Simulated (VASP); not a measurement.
# Mg26CdO27 (a cell with a defect) in VASP: electric field gradients with LDA

Aim: the electric field gradients of Mg26CdO27 (a cell with a defect) with LDA.

Program: VASP 6.6.1. These are calculated values, not measurements. Logs are shortened: lines on timing, memory, paths and dates and some standing lists are left out, and cuts for length are marked.

## (1) The cell of the first run

The cell holds a defect, 54 atoms: a = 8.946 Å, b = 8.946 Å, c = 8.946 Å, α = 60.00°, β = 60.00°, γ = 60.00°.

## (2) Electric field gradients, LDA

The input, INCAR:

```
SYSTEM = Mg26CdO27
ALGO = Normal
EDIFF = 1E-8
ENCUT = 520
GGA_COMPAT = .FALSE.
ISIF = 2
ISMEAR = -1
LASPH = .TRUE.
LCHARG = .FALSE.
LEFG = .TRUE.
LREAL = .FALSE.
LWAVE = .FALSE.
NBANDS = 146
NELM = 120
PREC = Accurate
SIGMA = 0.01
```

The input, KPOINTS:

```
k-points
0
G
  3 3 3
  0 0 0
```

The input, POSCAR:

```
Mg26CdO27
1.0
    0.0000000000      6.3255000000      6.3255000000
    6.3255000000      0.0000000000      6.3255000000
    6.3255000000      6.3255000000      0.0000000000
Cd Mg O
1 26 27
Direct
    0.0000000000      0.0000000000      0.0000000000
    0.0000000000      0.0000000000      0.3333333333
    0.0000000000      0.0000000000      0.6666666667
    0.0000000000      0.3333333333      0.0000000000
    0.0000000000      0.3333333333      0.3333333333
    0.0000000000      0.3333333333      0.6666666667
    0.0000000000      0.6666666667      0.0000000000
    0.0000000000      0.6666666667      0.3333333333
    0.0000000000      0.6666666667      0.6666666667
    0.3333333333      0.0000000000      0.0000000000
    0.3333333333      0.0000000000      0.3333333333
    0.3333333333      0.0000000000      0.6666666667
    0.3333333333      0.3333333333      0.0000000000
    0.3333333333      0.3333333333      0.3333333333
    0.3333333333      0.3333333333      0.6666666667
    0.3333333333      0.6666666667      0.0000000000
    0.3333333333      0.6666666667      0.3333333333
    0.3333333333      0.6666666667      0.6666666667
    0.6666666667      0.0000000000      0.0000000000
    0.6666666667      0.0000000000      0.3333333333
    0.6666666667      0.0000000000      0.6666666667
    0.6666666667      0.3333333333      0.0000000000
    0.6666666667      0.3333333333      0.3333333333
    0.6666666667      0.3333333333      0.6666666667
    0.6666666667      0.6666666667      0.0000000000
    0.6666666667      0.6666666667      0.3333333333
    0.6666666667      0.6666666667      0.6666666667
    0.1666666667      0.1666666667      0.1666666667
    0.1666666667      0.1666666667      0.5000000000
    0.1666666667      0.1666666667      0.8333333333
    0.1666666667      0.5000000000      0.1666666667
    0.1666666667      0.5000000000      0.5000000000
    0.1666666667      0.5000000000      0.8333333333
    0.1666666667      0.8333333333      0.1666666667
    0.1666666667      0.8333333333      0.5000000000
    0.1666666667      0.8333333333      0.8333333333
    0.5000000000      0.1666666667      0.1666666667
    0.5000000000      0.1666666667      0.5000000000
    0.5000000000      0.1666666667      0.8333333333
    0.5000000000      0.5000000000      0.1666666667
    0.5000000000      0.5000000000      0.5000000000
    0.5000000000      0.5000000000      0.8333333333
    0.5000000000      0.8333333333      0.1666666667
    0.5000000000      0.8333333333      0.5000000000
    0.5000000000      0.8333333333      0.8333333333
    0.8333333333      0.1666666667      0.1666666667
    0.8333333333      0.1666666667      0.5000000000
    0.8333333333      0.1666666667      0.8333333333
    0.8333333333      0.5000000000      0.1666666667
    0.8333333333      0.5000000000      0.5000000000
    0.8333333333      0.5000000000      0.8333333333
    0.8333333333      0.8333333333      0.1666666667
    0.8333333333      0.8333333333      0.5000000000
    0.8333333333      0.8333333333      0.8333333333
```

Potentials or basis: VASP PAW LDA potentials, release 64 (Cd, Mg, O).

Started as:

```bash
$ cat potpaw_LDA.64/Cd/POTCAR potpaw_LDA.64/Mg/POTCAR potpaw_LDA.64/O/POTCAR > POTCAR
$ mpirun -np 1 vasp_std > vasp.out
```

OUTCAR:

```text
SYSTEM = Mg26CdO27
   EDIFF = 1E-8
   ENCUT = 520
   ISIF = 2
   ISMEAR = -1
   LASPH = .TRUE.
   LREAL = .FALSE.
   NELM = 120
   PREC = Accurate

 ion  position               nearest neighbor table
   1  0.000  0.000  0.000-  30 2.11  34 2.11  36 2.11  46 2.11  48 2.11  52 2.11  10 2.98  12 2.98
                            16 2.98  19 2.98  20 2.98  22 2.98   2 2.98   3 2.98   4 2.98   6 2.98
   2  0.000  0.000  0.333-  34 2.11  46 2.11  35 2.11  28 2.11  47 2.11  53 2.11  17 2.98  20 2.98
                            23 2.98   1 2.98   4 2.98   5 2.98   8 2.98  10 2.98  11 2.98  21 2.98
   3  0.000  0.000  0.667-  36 2.11  48 2.11  29 2.11  47 2.11  35 2.11  54 2.11  19 2.98  21 2.98
                            24 2.98   1 2.98   6 2.98   7 2.98   9 2.98  12 2.98  18 2.98  11 2.98
   4  0.000  0.333  0.000-  30 2.11  46 2.11  33 2.11  28 2.11  49 2.11  51 2.11  15 2.98  22 2.98
                            23 2.98   1 2.98   2 2.98   5 2.98   6 2.98  10 2.98  13 2.98   9 2.98
   5  0.000  0.333  0.333-  28 2.11  47 2.11  49 2.11  29 2.11  31 2.11  50 2.11   2 2.98   4 2.98
                            11 2.98  13 2.98  14 2.98  23 2.98  24 2.98  26 2.98   3 2.98   7 2.98
   6  0.000  0.333  0.667-  29 2.11  30 2.11  48 2.11  51 2.11  50 2.11  32 2.11  24 2.98   1 2.98
                             3 2.98   4 2.98  12 2.98  15 2.98  22 2.98  14 2.98  27 2.98   5 2.98
   7  0.000  0.667  0.000-  36 2.11  52 2.11  31 2.11  49 2.11  33 2.11  54 2.11  19 2.98  25 2.98
                            26 2.98   1 2.98   3 2.98   8 2.98   9 2.98  16 2.98  18 2.98  13 2.98
   8  0.000  0.667  0.333-  31 2.11  34 2.11  52 2.11  53 2.11  32 2.11  50 2.11  26 2.98   1 2.98
                             2 2.98   7 2.98  16 2.98  17 2.98  20 2.98  14 2.98  27 2.98   6 2.98
   9  0.000  0.667  0.667-  54 2.11  35 2.11  33 2.11  51 2.11  53 2.11  32 2.11   3 2.98   7 2.98
[... 62 lines left out ...]
  53  0.833  0.833  0.500-  27 2.11  20 2.11   8 2.11   2 2.11  21 2.11   9 2.11
  54  0.833  0.833  0.833-   9 2.11  21 2.11  25 2.11  19 2.11   7 2.11   3 2.11

  LATTYP: Found a face centered cubic cell.
 ALAT       =    12.6510000000

  Lattice vectors:

 A1 = (   0.0000000000,   6.3255000000,   6.3255000000)
 A2 = (   6.3255000000,   0.0000000000,   6.3255000000)
 A3 = (   6.3255000000,   6.3255000000,   0.0000000000)

Analysis of symmetry for initial positions (statically):
=====================================================================
 Subroutine PRICEL returns:
 Original cell was already a primitive cell.

 Routine SETGRP: Setting up the symmetry group for a
 face centered cubic supercell.

 Subroutine GETGRP returns: Found 48 space group operations
 (whereof 48 operations were pure point group operations)
 out of a pool of 48 trial point group operations.

The static configuration has the point symmetry O_h .

Analysis of symmetry for dynamics (positions and initial velocities):
=====================================================================
 Subroutine PRICEL returns:
 Original cell was already a primitive cell.

 Routine SETGRP: Setting up the symmetry group for a
 face centered cubic supercell.

 Subroutine GETGRP returns: Found 48 space group operations
 (whereof 48 operations were pure point group operations)
 out of a pool of 48 trial point group operations.

The dynamic configuration has the point symmetry O_h .

 Subroutine INISYM returns: Found 48 space group operations
 (whereof 48 operations are pure point group operations),
 and found     1 'primitive' translations

----------------------------------------------------------------------------------------

                                     Primitive cell

  volume of cell :     506.1912

  direct lattice vectors                    reciprocal lattice vectors
     0.000000000  6.325500000  6.325500000    -0.079045135  0.079045135  0.079045135
     6.325500000  0.000000000  6.325500000     0.079045135 -0.079045135  0.079045135
     6.325500000  6.325500000  0.000000000     0.079045135  0.079045135 -0.079045135

  length of vectors
     8.945607889  8.945607889  8.945607889     0.136910190  0.136910190  0.136910190

  position of ions in fractional coordinates (direct lattice)
     0.000000000  0.000000000  0.000000000
     0.000000000  0.000000000  0.333333333
     0.000000000  0.000000000  0.666666667
     0.000000000  0.333333333  0.000000000
[... 177 lines left out ...]
     AMIX     =   0.40;   BMIX     =  1.00
     AMIX_MAG =   1.60;   BMIX_MAG =  1.00
  volume/ion in A,a.u.               =       9.37        63.26
  Fermi-wavevector in a.u.,A,eV,Ry     =   1.251237  2.364494 21.301188  1.565593
  Thomas-Fermi vector in A             =   2.385194
   LORBIT       =      0    0 simple, 1 ext, 2 COOP (PROOUT), +10 PAW based schemes
   GGA     = CA    functional components
   LHFCALC =     F    Hartree Fock is set to
   AEXX    =    0.0000 exact exchange contribution
   IVDW    =     0    specifies the selected vdW correction
   LEPSILON=     F    determine dielectric tensor
   LRPA    =     F    only Hartree local field effects (RPA)
 non-spin polarized calculation
  energy-cutoff  :      520.00
  volume of cell :      506.19
 maximum number of plane-waves:     13666
 NGX is ok and might be reduce to    70
   NGX = 33   NGY = 33   NGZ = 33

 number of electron     226.0000000 magnetization

 Free energy of the ion-electron system (eV)
  ---------------------------------------------------
  ext. energy  EPLUGINS =         0.00000000
  ---------------------------------------------------
  free energy    TOTEN  =      -357.00772199 eV

  energy without entropy =     -357.00772199  energy(sigma->0) =     -357.00772199

 E-fermi :   4.0756     XC(G=0): -11.6696

 val. band max:        3.7585742404   @ k =   0.3333   0.3333   0.0000
 cond. band min:       7.4069238565   @ k =   0.0000   0.0000   0.0000
 fundamental gap:      3.6483496161
 Fermi energy:         4.0756263015

 k-point     1 :       0.0000    0.0000    0.0000
  band No.  band energies     occupation
      1     -14.1604      2.00000
      2     -13.2712      2.00000
      3     -13.2075      2.00000
      4     -13.2075      2.00000
      5     -13.2075      2.00000
      6     -13.1639      2.00000
[... 501 lines left out ...]
    124      11.6775      0.00000
    125      11.7116      0.00000
 [bands above 125 left out]

------------------------ aborting loop because EDIFF is reached ----------------------------------------

  FORCE on cell =-STRESS in cart. coord.  units (eV):
  Direction    XX          YY          ZZ          XY          YZ          ZX
  --------------------------------------------------------------------------------------
  -------------------------------------------------------------------------------------
  Total      -14.0525785    -14.0525785    -14.0525785     -0.0000000     -0.0000000      0.0000000
  in kB      -44.4786941    -44.4786941    -44.4786941     -0.0000000     -0.0000000      0.0000000
  external PRESSURE =     -44.4786941 kB  Pullay stress =       0.0000000 kB

 VOLUME and BASIS-vectors are now :
 -----------------------------------------------------------------------------
  energy-cutoff  :      520.00
  volume of cell :      506.19
      direct lattice vectors                 reciprocal lattice vectors
     0.000000000  6.325500000  6.325500000    -0.079045135  0.079045135  0.079045135
     6.325500000  0.000000000  6.325500000     0.079045135 -0.079045135  0.079045135
     6.325500000  6.325500000  0.000000000     0.079045135  0.079045135 -0.079045135

 POSITION                                       TOTAL-FORCE (eV/Angst)
 -----------------------------------------------------------------------------------
      0.00000      0.00000      0.00000         0.000000      0.000000     -0.000000
      2.10850      2.10850      0.00000         0.058949      0.058949     -0.000000
      4.21700      4.21700      0.00000        -0.058949     -0.058949     -0.000000
      2.10850      0.00000      2.10850         0.058949      0.000000      0.058949
      4.21700      2.10850      2.10850         0.013264     -0.013264     -0.013264
      6.32550      4.21700      2.10850         0.000000     -0.058949      0.058949
[... 46 lines left out ...]
      8.43400      8.43400     10.54250        -0.012016     -0.012016      0.012016
     10.54250     10.54250     10.54250         0.012016      0.012016      0.012016
 -----------------------------------------------------------------------------------
    total drift:                               -0.000000     -0.000000      0.000000

  FREE ENERGIE OF THE ION-ELECTRON SYSTEM (eV)
  ---------------------------------------------------
  free  energy   TOTEN  =      -357.0077219926 eV

  energy  without entropy=     -357.0077219926  energy(sigma->0) =     -357.00772199

 Electric field gradients (V/A^2)
---------------------------------------------------------------------
 ion       V_xx      V_yy      V_zz      V_xy      V_xz      V_yz
---------------------------------------------------------------------
   1       0.000     0.000    -0.000     0.002     0.002     0.002
   2       0.089     0.089    -0.177     0.134     0.000     0.000
   3       0.089     0.089    -0.177     0.134     0.000     0.000
   4       0.089    -0.177     0.089     0.000     0.134     0.000
   5      -0.000     0.000     0.000    -0.009    -0.009     0.009
   6      -0.177     0.089     0.089     0.000     0.000    -0.134
[... 46 lines left out ...]
  53      -0.001    -0.001     0.001     0.421    -0.422    -0.422
  54      -0.000     0.000     0.000     0.420     0.420     0.420
---------------------------------------------------------------------

 Electric field gradients after diagonalization (V/A^2)
 (convention: |V_zz| > |V_xx| > |V_yy|)
----------------------------------------------------------------------
 ion       V_xx      V_yy      V_zz     asymmetry (V_yy - V_xx)/ V_zz
----------------------------------------------------------------------
   1      -0.002    -0.002     0.004       0.000
   2      -0.177    -0.045     0.222       0.596
   3      -0.177    -0.045     0.222       0.596
   4      -0.177    -0.045     0.222       0.596
   5      -0.009    -0.009     0.019       0.001
   6      -0.177    -0.045     0.223       0.593
[... 46 lines left out ...]
  53      -0.422    -0.421     0.844       0.001
  54      -0.420    -0.420     0.840       0.000
----------------------------------------------------------------------

           NMR quadrupolar parameters

 Cq : quadrupolar parameter    Cq=e*Q*V_zz/h
 eta: asymmetry parameters     (V_yy - V_xx)/ V_zz
 Q  : nuclear electric quadrupole moment in mb (millibarn)
----------------------------------------------------------------------
 ion       Cq(MHz)       eta       Q (mb)
----------------------------------------------------------------------
   1       0.000       0.000       1.000
   2       0.001       0.596       1.000
   3       0.001       0.596       1.000
   4       0.001       0.596       1.000
   5       0.000       0.001       1.000
   6       0.001       0.593       1.000
[... 46 lines left out ...]
  53       0.002       0.001       1.000
  54       0.002       0.000       1.000
----------------------------------------------------------------------
```

It took 16 min on 1 thread of Intel Xeon Platinum 8375C at 2.90GHz (Ice Lake), shared host; peak memory 0.61 GiB.

Results:

| Property | Result |
| --- | --- |
| Free energy | -357.0077 eV |
| Pressure | -4.4 GPa |
| Largest force | 2.539 eV/Å |
| Band gap on the k mesh | 3.65 eV |
| Largest electric field gradient by atom | Cd +0.0; Mg +0.2, +0.0, -0.4 (each value once); O +0.8, +6.7, -0.3, -0.0 (each value once) V/Å² |

Forces on the atoms (eV/Å):
```
Cd   0.000  0.000  0.000
Mg   0.059  0.059  0.000
Mg  -0.059 -0.059  0.000
Mg   0.059  0.000  0.059
Mg   0.013 -0.013 -0.013
Mg   0.000 -0.059  0.059
Mg  -0.059  0.000 -0.059
Mg   0.000  0.059 -0.059
Mg  -0.013  0.013  0.013
Mg   0.000  0.059  0.059
Mg  -0.013  0.013 -0.013
Mg  -0.059  0.000  0.059
Mg  -0.013 -0.013  0.013
Mg   0.013  0.013  0.013
Mg   0.000  0.000  0.012
Mg  -0.059  0.059  0.000
Mg   0.000  0.012  0.000
Mg  -0.012  0.000  0.000
Mg   0.000 -0.059 -0.059
Mg   0.059  0.000 -0.059
Mg   0.013 -0.013  0.013
Mg   0.059 -0.059  0.000
Mg   0.012  0.000  0.000
Mg   0.000 -0.012  0.000
Mg   0.013  0.013 -0.013
Mg   0.000  0.000 -0.012
Mg  -0.013 -0.013 -0.013
O   -0.012 -0.012 -0.012
O    0.012  0.012 -0.012
O    0.000  0.000  2.539
O    0.012 -0.012  0.012
O    0.000 -0.009 -0.009
O    0.009  0.000 -0.009
O    0.000  2.539  0.000
O    0.009 -0.009  0.000
O   -2.539  0.000  0.000
O   -0.012  0.012  0.012
O   -0.009  0.000 -0.009
O    0.000  0.009 -0.009
O   -0.009 -0.009  0.000
O    0.000  0.000  0.000
O    0.009  0.009  0.000
O    0.000 -0.009  0.009
O    0.009  0.000  0.009
O    0.012 -0.012 -0.012
O    2.539  0.000  0.000
O   -0.009  0.009  0.000
O    0.000 -2.539  0.000
O   -0.009  0.000  0.009
O    0.000  0.009  0.009
O   -0.012  0.012 -0.012
O    0.000  0.000 -2.539
O   -0.012 -0.012  0.012
O    0.012  0.012  0.012
```

Electric field gradients, principal values (V/Å²):
```tsv
atom	least	middle	greatest (by size)
1 Cd	-0.002	-0.002	0.004
2 Mg	-0.045	-0.177	0.222
3 Mg	-0.045	-0.177	0.222
4 Mg	-0.045	-0.177	0.222
5 Mg	-0.009	-0.009	0.019
6 Mg	-0.045	-0.177	0.223
7 Mg	-0.045	-0.177	0.222
8 Mg	-0.045	-0.177	0.223
9 Mg	-0.009	-0.009	0.019
10 Mg	-0.045	-0.177	0.222
11 Mg	-0.009	-0.009	0.019
12 Mg	-0.045	-0.177	0.223
13 Mg	-0.009	-0.009	0.019
14 Mg	-0.009	-0.009	0.019
15 Mg	0.223	0.223	-0.447
16 Mg	-0.045	-0.177	0.223
17 Mg	0.223	0.223	-0.447
18 Mg	0.223	0.223	-0.447
19 Mg	-0.045	-0.177	0.222
20 Mg	-0.045	-0.177	0.223
21 Mg	-0.009	-0.009	0.019
22 Mg	-0.045	-0.177	0.223
23 Mg	0.223	0.223	-0.447
24 Mg	0.223	0.223	-0.447
25 Mg	-0.009	-0.009	0.019
26 Mg	0.223	0.223	-0.447
27 Mg	-0.009	-0.009	0.019
28 O	-0.420	-0.420	0.840
29 O	-0.421	-0.422	0.844
30 O	-3.335	-3.337	6.672
31 O	-0.421	-0.422	0.844
32 O	0.085	0.194	-0.279
33 O	0.087	0.196	-0.284
34 O	-3.335	-3.337	6.672
35 O	0.087	0.196	-0.284
36 O	-3.335	-3.337	6.672
37 O	-0.421	-0.422	0.844
38 O	0.085	0.194	-0.279
39 O	0.087	0.196	-0.284
40 O	0.085	0.194	-0.279
41 O	0.003	0.003	-0.006
42 O	0.085	0.194	-0.279
43 O	0.087	0.196	-0.284
44 O	0.085	0.194	-0.279
45 O	-0.421	-0.422	0.844
46 O	-3.335	-3.337	6.672
47 O	0.087	0.196	-0.284
48 O	-3.335	-3.337	6.672
49 O	0.087	0.196	-0.284
50 O	0.085	0.194	-0.279
51 O	-0.421	-0.422	0.844
52 O	-3.335	-3.337	6.672
53 O	-0.421	-0.422	0.844
54 O	-0.420	-0.420	0.840
```

Caveat: without QUAD_EFG the Cq values of the log hold for a quadrupole moment of 1 mb, not for the nuclei.
